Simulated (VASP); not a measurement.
# CdSe (I-4m2) in VASP: electric field gradients with PBE

Aim: the electric field gradients of CdSe with PBE.

Program: VASP 6.6.1. These are calculated values, not measurements. Logs are shortened: lines on timing, memory, paths and dates and some standing lists are left out, and cuts for length are marked.

## Step 1: The cell of the first run

It takes space group I-4m2 (No. 119, tetragonal). The conventional cell has a = 4.342 Å, b = 4.342 Å, c = 5.956 Å, α = 90.00°, β = 90.00°, γ = 90.00°. Cd (site symmetry -4m2) has 4 Se at 2.63 Å within 3.5 Å. Within 3.5 Å of Se (site symmetry -4m2) lie 4 Cd at 2.63 Å.

## Step 2: Electric field gradients, PBE (zz strain of -3 %)

Contents of INCAR:

```
ALGO = Normal ; EDIFF = 1E-8
ENCUT = 520 ; GGA = PE
ISIF = 2 ; ISMEAR = -1
LASPH = True ; LCHARG = False
LEFG = True ; LREAL = False
LWAVE = False ; NBANDS = 16
NELM = 60 ; PREC = Accurate
SIGMA = 0.03
```

Contents of KPOINTS:

```
k-points
0
Gamma
  8 8 8
```

Contents of POSCAR:

```
CdSe
1.0
    0.0000000000      3.0702711986      2.9781630626
    3.0702711986      0.0000000000      2.9781630626
    3.0702711986      3.0702711986      0.0000000000
Cd Se
1 1
Direct
    0.0000000000      0.0000000000      0.0000000000
    0.2500000000      0.2500000000      0.2500000000
```

Potentials or basis: VASP PAW PBE potentials, release 64 (Cd, Se).

Command:

```bash
$ cat potpaw_PBE.64/Cd/POTCAR potpaw_PBE.64/Se/POTCAR > POTCAR
$ mpirun -np 1 vasp_std > vasp.out
```

OUTCAR:

```text
EDIFF = 1E-8
   ENCUT = 520
   GGA = PE
   ISIF = 2
   ISMEAR = -1
   LASPH = True
   LREAL = False
   NELM = 60
   PREC = Accurate

 ion  position               nearest neighbor table
   1  0.000  0.000  0.000-   2 2.63   2 2.63   2 2.63   2 2.63
   2  0.250  0.250  0.250-   1 2.63   1 2.63   1 2.63   1 2.63

  LATTYP: Found a body centered tetragonal cell.
 ALAT       =     4.3420191692
 C/A-ratio  =     1.3717871555

  Lattice vectors:

 A1 = (   0.0000000000,  -3.0702711986,  -2.9781630626)
 A2 = (   0.0000000000,   3.0702711986,  -2.9781630626)
 A3 = (   3.0702711986,   0.0000000000,   2.9781630626)

Analysis of symmetry for initial positions (statically):
=====================================================================
 Subroutine PRICEL returns:
 Original cell was already a primitive cell.

 Routine SETGRP: Setting up the symmetry group for a
 body centered tetragonal supercell.

 Subroutine GETGRP returns: Found  8 space group operations
 (whereof  8 operations were pure point group operations)
 out of a pool of 16 trial point group operations.

The static configuration has the point symmetry D_2d.

Analysis of symmetry for dynamics (positions and initial velocities):
=====================================================================
 Subroutine PRICEL returns:
 Original cell was already a primitive cell.

 Routine SETGRP: Setting up the symmetry group for a
 body centered tetragonal supercell.

 Subroutine GETGRP returns: Found  8 space group operations
 (whereof  8 operations were pure point group operations)
 out of a pool of 16 trial point group operations.

The dynamic configuration has the point symmetry D_2d.

 Subroutine INISYM returns: Found  8 space group operations
 (whereof  8 operations are pure point group operations),
 and found     1 'primitive' translations

----------------------------------------------------------------------------------------

                                     Primitive cell

  volume of cell :      56.1477

  direct lattice vectors                    reciprocal lattice vectors
     0.000000000  3.070271199  2.978163063    -0.162852063  0.162852063  0.167888725
     3.070271199  0.000000000  2.978163063     0.162852063 -0.162852063  0.167888725
     3.070271199  3.070271199  0.000000000     0.162852063  0.162852063 -0.167888725

  length of vectors
     4.277384769  4.277384769  4.342019169     0.285005637  0.285005637  0.285005637

  position of ions in fractional coordinates (direct lattice)
     0.000000000  0.000000000  0.000000000
     0.250000000  0.250000000  0.250000000

  ion indices of the primitive-cell ions
   primitive index   ion index
                 1           1
                 2           2

----------------------------------------------------------------------------------------

 KPOINTS: k-points

Automatic generation of k-mesh.
 Grid dimensions read from file:
 generate k-points for:    8    8    8

 Generating k-lattice:

  Cartesian coordinates                     Fractional coordinates (reciprocal lattice)
    -0.020356508  0.020356508  0.020986091     0.125000000  0.000000000  0.000000000
     0.020356508 -0.020356508  0.020986091     0.000000000  0.125000000  0.000000000
     0.020356508  0.020356508 -0.020986091     0.000000000  0.000000000  0.125000000

  Length of vectors
     0.035625705  0.035625705  0.035625705

  Shift w.r.t. Gamma in fractional coordinates (k-lattice)
     0.000000000  0.000000000  0.000000000

 Subroutine IBZKPT returns following result:
 ===========================================

 Found     59 irreducible k-points:

 Following reciprocal coordinates:
            Coordinates               Weight
  0.000000  0.000000  0.000000      1.000000
  0.125000 -0.000000  0.000000      8.000000
  0.250000 -0.000000  0.000000      8.000000
  0.375000 -0.000000  0.000000      8.000000
  0.500000 -0.000000  0.000000      4.000000
  0.125000  0.125000  0.000000      2.000000
[... 16 lines left out ...]
  0.250000 -0.000000  0.125000     16.000000
  0.375000  0.000000  0.125000     16.000000
 [... further k-points ...]
   k-points           NKPTS =     59   k-points in BZ     NKDIM =     59   number of bands    NBANDS=     16
   number of dos      NEDOS =    301   number of ions     NIONS =      2
   total plane-waves  NPLWV =  32768
   dimension x,y,z NGX =    32 NGY =   32 NGZ =   32
   dimension x,y,z NGXF=    64 NGYF=   64 NGZF=   64
   ions per type =               1   1
   NGX,Y,Z   is equivalent  to a cutoff of  12.44, 12.44, 12.25 a.u.
   NGXF,Y,Z  is equivalent  to a cutoff of  24.87, 24.87, 24.50 a.u.
 SYSTEM =  unknown system
   PREC   = accura    normal or accurate (medium, high low for compatibility)
   ISTART =      0    job   : 0-new  1-cont  2-samecut
   ICHARG =      2    charge: 1-file 2-atom 10-const
   ISPIN  =      1    spin polarized calculation?
   LNONCOLLINEAR =      F non collinear calculations
   LSORBIT =      F    spin-orbit coupling
   LASPH  =      T    aspherical Exc in radial PAW
   ENCUT  =  520.0 eV  38.22 Ry    6.18 a.u.   7.95  7.95  8.07*2*pi/ulx,y,z
   NELM   =     60;   NELMIN=  2; NELMDL= -5     # of ELM steps
   EDIFF  = 0.1E-07   stopping-criterion for ELM
   LREAL  =      F    real-space projection
   EDIFFG = 0.1E-06   stopping-criterion for IOM
   NSW    =      0    number of steps for IOM
   IBRION =     -1    ionic relax: 0-MD 1-quasi-New 2-CG
   NFREE  =      0    steps in history (QN), initial steepest desc. (CG)
   ISIF   =      2    stress and relaxation
   ISYM   =      2    0-nonsym 1-usesym 2-fastsym
   POTIM  = 0.5000    time-step for ionic-motion
   TEBEG  =    0.0;   TEEND  =   0.0 temperature during run
   PSTRESS=    0.0 pullay stress
   NELECT =      18.0000    total number of electrons
   NUPDOWN=      -1.0000    fix difference up-down
   EMIN   =  10.00;   EMAX   =-10.00  energy-range for DOS
   EFERMI =   0.00;   METHOD = LEGACY
   ISMEAR =    -1;   SIGMA  =   0.03  broadening in eV -4-tet -1-fermi 0-gaus
   EFERMI_NEDOS =   21; number of points for ismear=-14 and -15
   IALGO  =     38    algorithm
   IMIX   =      4    mixing-type and parameters
     AMIX     =   0.40;   BMIX     =  1.00
     AMIX_MAG =   1.60;   BMIX_MAG =  1.00
  volume/ion in A,a.u.               =      28.07       189.45
  Fermi-wavevector in a.u.,A,eV,Ry     =   1.120439  2.117323 17.080541  1.255384
  Thomas-Fermi vector in A             =   2.257086
   LORBIT       =      0    0 simple, 1 ext, 2 COOP (PROOUT), +10 PAW based schemes
   GGA     = PE    functional components
   LHFCALC =     F    Hartree Fock is set to
   AEXX    =    0.0000 exact exchange contribution
   IVDW    =     0    specifies the selected vdW correction
   LEPSILON=     F    determine dielectric tensor
   LRPA    =     F    only Hartree local field effects (RPA)
 non-spin polarized calculation
  energy-cutoff  :      520.00
  volume of cell :       56.15
 maximum number of plane-waves:      1535
   NGX = 15   NGY = 15   NGZ = 17

 number of electron      18.0000002 magnetization

 Free energy of the ion-electron system (eV)
  ---------------------------------------------------
  ext. energy  EPLUGINS =         0.00000000
  ---------------------------------------------------
  free energy    TOTEN  =        -5.46304198 eV

  energy without entropy =       -5.46304171  energy(sigma->0) =       -5.46304185

 E-fermi :   1.2938     XC(G=0):  -8.8950

 val. band max:        1.0156749391   @ k =   0.0000   0.0000   0.0000
 cond. band min:       1.5672977160   @ k =   0.0000   0.0000   0.0000
 fundamental gap:      0.5516227769
 Fermi energy:         1.2937919484

 k-point     1 :       0.0000    0.0000    0.0000
  band No.  band energies     occupation
      1     -11.6457      2.00000
      2      -6.9873      2.00000
      3      -6.9873      2.00000
      4      -6.9742      2.00000
      5      -6.6116      2.00000
      6      -6.6032      2.00000
[... 8 lines left out ...]
     15      11.8348      0.00000
     16      12.2529      0.00000

 k-point     2 :       0.1250   -0.0000    0.0000
  band No.  band energies     occupation
      1     -11.5917      2.00000
      2      -6.9702      2.00000
      3      -6.9625      2.00000
      4      -6.9338      2.00000
      5      -6.6116      2.00000
      6      -6.6049      2.00000
[... 8 lines left out ...]
     15      11.3224      0.00000
     16      11.5661      0.00000
[... 387 lines left out ...]
      5      -6.6237      2.00000
      6      -6.5897      2.00000
[... 8 lines left out ...]
     15      11.9583      0.00000
     16      12.5427      0.00000

 k-point    24 :       0.3750    0.0000    0.1250
  band No.  band energies     occupation
      1     -11.3370      2.00000
      2      -6.8982      2.00000
      3      -6.8700      2.00000
      4      -6.6521      2.00000
      5      -6.5847      2.00000
      6      -6.5342      2.00000
[... 8 lines left out ...]
     15      12.0081      0.00000
     16      12.5564      0.00000

 [... further k-points ...]
[... 5 lines left out ...]
  --------------------------------------------------------------------------------------
  -------------------------------------------------------------------------------------
  Total        1.0881031      1.0881031      1.2285236      0.0000000     -0.0000000     -0.0000000
  in kB       31.0490769     31.0490769     35.0559821      0.0000000     -0.0000000     -0.0000000
  external PRESSURE =      32.3847119 kB  Pullay stress =       0.0000000 kB

 VOLUME and BASIS-vectors are now :
 -----------------------------------------------------------------------------
  energy-cutoff  :      520.00
  volume of cell :       56.15
      direct lattice vectors                 reciprocal lattice vectors
     0.000000000  3.070271199  2.978163063    -0.162852063  0.162852063  0.167888725
     3.070271199  0.000000000  2.978163063     0.162852063 -0.162852063  0.167888725
     3.070271199  3.070271199  0.000000000     0.162852063  0.162852063 -0.167888725

 POSITION                                       TOTAL-FORCE (eV/Angst)
 -----------------------------------------------------------------------------------
      0.00000      0.00000      0.00000         0.000000      0.000000      0.000000
      1.53514      1.53514      1.48908        -0.000000     -0.000000     -0.000000
 -----------------------------------------------------------------------------------
    total drift:                               -0.000001     -0.000001      0.000000

  FREE ENERGIE OF THE ION-ELECTRON SYSTEM (eV)
  ---------------------------------------------------
  free  energy   TOTEN  =        -5.4630419826 eV

  energy  without entropy=       -5.4630417131  energy(sigma->0) =       -5.46304185

 Electric field gradients (V/A^2)
---------------------------------------------------------------------
 ion       V_xx      V_yy      V_zz      V_xy      V_xz      V_yz
---------------------------------------------------------------------
   1      -4.539    -4.539     9.077    -0.001    -0.002    -0.002
   2       5.739     5.739   -11.477     0.000     0.000     0.000
---------------------------------------------------------------------

 Electric field gradients after diagonalization (V/A^2)
 (convention: |V_zz| > |V_xx| > |V_yy|)
----------------------------------------------------------------------
 ion       V_xx      V_yy      V_zz     asymmetry (V_yy - V_xx)/ V_zz
----------------------------------------------------------------------
   1      -4.539    -4.538     9.077       0.000
   2       5.739     5.739   -11.477       0.000
----------------------------------------------------------------------

           NMR quadrupolar parameters

 Cq : quadrupolar parameter    Cq=e*Q*V_zz/h
 eta: asymmetry parameters     (V_yy - V_xx)/ V_zz
 Q  : nuclear electric quadrupole moment in mb (millibarn)
----------------------------------------------------------------------
 ion       Cq(MHz)       eta       Q (mb)
----------------------------------------------------------------------
   1       0.022       0.000       1.000
   2      -0.028       0.000       1.000
----------------------------------------------------------------------
```

It took 17 s on 1 thread of Intel Xeon 6975P-C (Granite Rapids), shared host; peak memory 0.2 GiB.

What came out:

* Free energy: -5.4630 eV
* Pressure: 3.2 GPa
* Band gap on the k mesh: 0.55 eV, direct

Electric field gradients, principal values (V/Å²):
| atom | least | middle | greatest (by size) |
| --- | --- | --- | --- |
| 1 Cd | -4.538 | -4.539 | 9.077 |
| 2 Se | 5.739 | 5.739 | -11.477 |

Caveat: the cell differs from its parent crystal (zz strain of -3 %); without QUAD_EFG the Cq values of the log hold for a quadrupole moment of 1 mb, not for the nuclei.
